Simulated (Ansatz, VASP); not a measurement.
# AlCu in VASP and in Ansatz

```
CELL_PARAMETERS angstrom
2.99751 0.00000 0.00000
0.00000 2.99751 0.00000
0.00000 0.00000 2.99751
ATOMIC_POSITIONS crystal
Al 0.93745 0.00000 0.00000
Cu 0.50000 0.50000 0.50000
```

Change from the starting cell: all Al atoms moved +0.188 Å, as atom 1 towards its neighbour atom 1 (Al) at 2.998 Å.

Alike in both runs: task single point; functional r2SCAN; k mesh 16 × 16 × 16; occupations gaussian, width 0.15 eV; no spin polarisation.

```csv
,VASP,Ansatz
version,VASP 6.6.1,Ansatz 0.2.0
potentials or method,"VASP PAW PBE potentials, release 64 (Al, Cu), cutoff 520 eV","scalar-relativistic, plane waves, PAW"
valence electrons in the cell,14,22
```

```csv
,VASP,Ansatz,Ansatz less VASP
gap on the k mesh at the Fermi level (eV),none,none,-
pressure (GPa),-3.3,-3.3,-0.01
"traceless stress, the component that is largest in VASP (GPa)",-0.79,-0.78,+0.002
rms of the force components (eV/Å),0.432,0.432,+0.0001
```

VASP's potentials were made for PBE, not for r2SCAN. Atom by atom the forces differ by 0.000 eV/Å (rms over components). A gap of «none» marks a metal or a gap that the smearing closes. VASP's potentials hold 14 valence electrons a cell and Ansatz's 22, so a difference there can come from the potentials and not from the codes.
